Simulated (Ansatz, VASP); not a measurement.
**Yb: VASP beside Ansatz**

```xyz
1
Lattice="-2.1515 2.1515 2.1515 2.1515 -2.1515 2.1515 2.1515 2.1515 -2.1515" Properties=species:S:1:pos:R:3 pbc="T T T"
Yb    0.0000    0.0000    0.0000
```

Alike in both runs: task electric field gradients; functional PBEsol; k mesh 12 × 12 × 12; occupations fermi-dirac, width 0.05 eV; no spin polarisation.

|  | VASP | Ansatz |
| --- | --- | --- |
| version | VASP 6.6.1 | Ansatz 0.2.0 |
| potentials or method | VASP PAW PBE potentials, release 64 (Yb) | PAW with Ansatz's default frozen-core files, scalar-relativistic |
| plane-wave cutoff (eV) | 520 | 420 |
| valence electrons in the cell | 24 | 24 |

|  | VASP | Ansatz | Ansatz less VASP |
| --- | --- | --- | --- |
| pressure (GPa) | -3.7 | -3.4 | +0.33 |

VASP's potentials were made for PBE, not for PBEsol.

Neither program's run includes spin-orbit coupling.
